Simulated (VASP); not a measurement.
# Ru (P6_3/mmc) in VASP: a series of runs, part 2 of 2

VASP 6.6.1. Earlier steps stand in the parts before.

## Step 3: Single point, r2SCAN (14.30 Å³/atom)

This run uses another cell than the first one, of 14.30 Å³/atom.

File POSCAR:

```
Ru
1.0
    2.7582047206      0.0000000000      0.0000000000
   -1.3791023603      2.3886753569      0.0000000000
    0.0000000000      0.0000000000      4.3406307481
Ru
2
Direct
    0.3333333333      0.6666666667      0.2500000000
    0.6666666667      0.3333333333      0.7500000000
```

File INCAR.step1:

```
  PREC = Accurate
  ENCUT = 520
  ISMEAR = 0
  SIGMA = 0.1
  LREAL = False
  LASPH = True
  NELM = 100
  NBANDS = 21
  GGA = PE
  ALGO = Normal
  EDIFF = 1E-4
  LWAVE = True
  LCHARG = False
```

File INCAR.step2:

```
  PREC = Accurate
  ENCUT = 520
  EDIFF = 1E-7
  ISMEAR = 0
  SIGMA = 0.1
  LREAL = False
  LASPH = True
  NELM = 100
  ALGO = Normal
  ISIF = 2
  LWAVE = False
  LCHARG = False
  METAGGA = R2SCAN
  LMIXTAU = True
  NBANDS = 21
  ISTART = 1
```

File KPOINTS:

```
Automatic mesh
0
Gamma
  18 18 10
```

Potentials or basis: VASP PAW PBE potentials, release 64 (Ru_pv).

Run with:

```sh
$ cat potpaw_PBE.64/Ru_pv/POTCAR > POTCAR
$ cp INCAR.step1 INCAR
$ mpirun -np 1 vasp_std > vasp.out
$ cp INCAR.step2 INCAR
$ mpirun -np 1 vasp_std > vasp.out
```

OUTCAR:

```text
PREC = Accurate
   ENCUT = 520
   EDIFF = 1E-7
   ISMEAR = 0
   LREAL = False
   LASPH = True
   NELM = 100
   ISIF = 2
   METAGGA = R2SCAN
   ISTART = 1

 ion  position               nearest neighbor table
   1  0.333  0.667  0.250-   2 2.69   2 2.69   2 2.69   2 2.69   2 2.69   2 2.69
   2  0.667  0.333  0.750-   1 2.69   1 2.69   1 2.69   1 2.69   1 2.69   1 2.69

  LATTYP: Found a hexagonal cell.
 ALAT       =     2.7582047206
 C/A-ratio  =     1.5737159449

  Lattice vectors:

[... 766 lines left out ...]
------------------------ aborting loop because EDIFF is reached ----------------------------------------

  FORCE on cell =-STRESS in cart. coord.  units (eV):
  Direction    XX          YY          ZZ          XY          YZ          ZX
  --------------------------------------------------------------------------------------
  -------------------------------------------------------------------------------------
  Total       -2.8543508     -2.8543508     -2.8285650      0.0000000      0.0000000      0.0000000
  in kB     -159.9121466   -159.9121466   -158.4675237      0.0000000      0.0000000      0.0000000
  external PRESSURE =    -159.4306056 kB  Pullay stress =       0.0000000 kB

 VOLUME and BASIS-vectors are now :
 -----------------------------------------------------------------------------
  energy-cutoff  :      520.00
  volume of cell :       28.60
      direct lattice vectors                 reciprocal lattice vectors
     2.758204721  0.000000000  0.000000000     0.362554669  0.209321036  0.000000000
    -1.379102360  2.388675357  0.000000000     0.000000000  0.418642072  0.000000000
     0.000000000  0.000000000  4.340630748     0.000000000  0.000000000  0.230381264

 POSITION                                       TOTAL-FORCE (eV/Angst)
 -----------------------------------------------------------------------------------
     -0.00000      1.59245      1.08516         0.000000     -0.000000      0.000000
      1.37910      0.79623      3.25547        -0.000000      0.000000      0.000000
 -----------------------------------------------------------------------------------
    total drift:                                0.000000     -0.000000      0.000000

  FREE ENERGIE OF THE ION-ELECTRON SYSTEM (eV)
  ---------------------------------------------------
  free  energy   TOTEN  =       -50.7819336741 eV

  energy  without entropy=      -50.7723441931  energy(sigma->0) =      -50.77713893
```

OSZICAR.step1:

```text
N       E                     dE             d eps       ncg     rms          rms(c)
DAV:   1     0.286430505224E+03    0.28643E+03   -0.17603E+04  9356   0.147E+03
DAV:   2    -0.140919698134E+02   -0.30052E+03   -0.29135E+03  9574   0.442E+02
DAV:   3    -0.197881111404E+02   -0.56961E+01   -0.56610E+01 10939   0.681E+01
DAV:   4    -0.198308558400E+02   -0.42745E-01   -0.42704E-01 11825   0.561E+00
DAV:   5    -0.198313558148E+02   -0.49997E-03   -0.49606E-03 10858   0.531E-01    0.157E+01
DAV:   6    -0.185041747016E+02    0.13272E+01   -0.31237E+00 10554   0.172E+01    0.371E+00
DAV:   7    -0.184411589715E+02    0.63016E-01   -0.34771E-01 10874   0.424E+00    0.935E-01
DAV:   8    -0.184346346705E+02    0.65243E-02   -0.16611E-02 10176   0.970E-01    0.281E-01
DAV:   9    -0.184343191697E+02    0.31550E-03   -0.81272E-04 10755   0.302E-01    0.318E-02
DAV:  10    -0.184343318656E+02   -0.12696E-04   -0.58099E-05  6327   0.790E-02
   1 F= -.18434332E+02 E0= -.18429398E+02  d E =-.986789E-02
```

Run time: 2.2 min. Hardware: 1 thread of Intel Xeon 6975P-C (Granite Rapids), shared host; peak memory 0.23 GiB.

What came out:

- Free energy: -50.7819 eV
- Pressure: -15.9 GPa
- Band gap on the k mesh: zero (bands 14 and 15 overlap by 3.02 eV)

Stress tensor (GPa, compression positive):
```
-15.99   0.00   0.00
  0.00 -15.99   0.00
  0.00   0.00 -15.85
```

Caveat: the cell stands under tension; the PAW data sets were made with another functional, which shifts forces and pressure a little.

## Step 4: Single point, r2SCAN

This run uses another cell than the first one, of 13.49 Å³/atom.

File POSCAR:

```
Ru
1.0
    2.7023482492      0.0000000000      0.0000000000
   -1.3511741246      2.3403022337      0.0000000000
    0.0000000000      0.0000000000      4.2659655209
Ru
2
Direct
    0.3333333333      0.6666666667      0.2500000000
    0.6666666667      0.3333333333      0.7500000000
```

File INCAR.step1:

```
SYSTEM = Ru
PREC = Accurate
ENCUT = 520
ISMEAR = 0
SIGMA = 0.15
LREAL = .FALSE.
LASPH = .TRUE.
NELM = 80
NBANDS = 21
GGA = PE
ALGO = Normal
EDIFF = 1E-4
LWAVE = .TRUE.
LCHARG = .FALSE.
```

File INCAR.step2:

```
SYSTEM = Ru
PREC = Accurate
ENCUT = 520
EDIFF = 1E-6
ISMEAR = 0
SIGMA = 0.15
LREAL = .FALSE.
LASPH = .TRUE.
NELM = 80
ALGO = Normal
ISIF = 2
LWAVE = .FALSE.
LCHARG = .FALSE.
METAGGA = R2SCAN
LMIXTAU = .TRUE.
NBANDS = 21
ISTART = 1
```

File KPOINTS:

```
regular mesh
0
G
  24 24 14
  0 0 0
```

Run with:

```sh
$ cat potpaw_PBE.64/Ru_pv/POTCAR > POTCAR
$ cp INCAR.step1 INCAR
$ mpirun -np 1 vasp_std > vasp.out
$ cp INCAR.step2 INCAR
$ mpirun -np 1 vasp_std > vasp.out
```

It took 4.3 min on 1 thread of Intel Xeon 6975P-C (Granite Rapids), shared host; peak memory 0.31 GiB.

The run converged. Its results:

```yaml
Free_energy: -50.8632 eV
Pressure: 1.6 GPa
Band_gap_on_the_k_mesh: zero (bands 14 and 15 overlap by 3.34 eV)
```

Stress tensor (GPa, compression positive):
```
1.83 0.00 0.00
0.00 1.83 0.00
0.00 0.00 1.21
```

Levels at points of the mesh, in eV from the Fermi level:
```csv
k point,band 12,band 13,band 14,band 15,band 16,band 17
"(0.00, 0.00, 0.00)",-2.03,-2.03,-1.50,-1.50,1.23,1.23
"(0.50, 0.00, 0.00)",-1.90,-1.59,1.47,1.91,2.00,4.25
"(0.00, 0.00, 0.50)",-2.93,-2.84,-2.84,0.56,0.56,0.56
"(0.50, 0.00, 0.50)",-1.14,0.46,0.46,1.74,1.74,3.55
```

Caveat: the PAW data sets were made with another functional, which shifts forces and pressure a little.

## Step 5: Overview

```tsv
cell	k mesh	smearing	gap on the mesh (eV)	pressure (GPa)
a = 2.730, b = 2.730, c = 4.304 Å, angles 90.0, 90.0, 120.0°, 2 atoms	18 × 18 × 10	gaussian 0.1 eV	none	-8.0
a = 2.758, b = 2.758, c = 4.341 Å, angles 90.0, 90.0, 120.0°, 2 atoms	18 × 18 × 10	gaussian 0.1 eV	none	-15.9
a = 2.702, b = 2.702, c = 4.266 Å, angles 90.0, 90.0, 120.0°, 2 atoms	24 × 24 × 14	gaussian 0.15 eV	none	1.6
```

Alike in all rows: task single point; level r2SCAN; potentials or basis VASP PAW PBE potentials, release 64 (Ru_pv); no spin polarisation; cutoff (eV) 520.

Caveats: the PAW data sets were made with another functional, which shifts forces and pressure a little; the cell stands under tension (at least some runs).

Absolute energies hang on the potentials; compare differences alone.
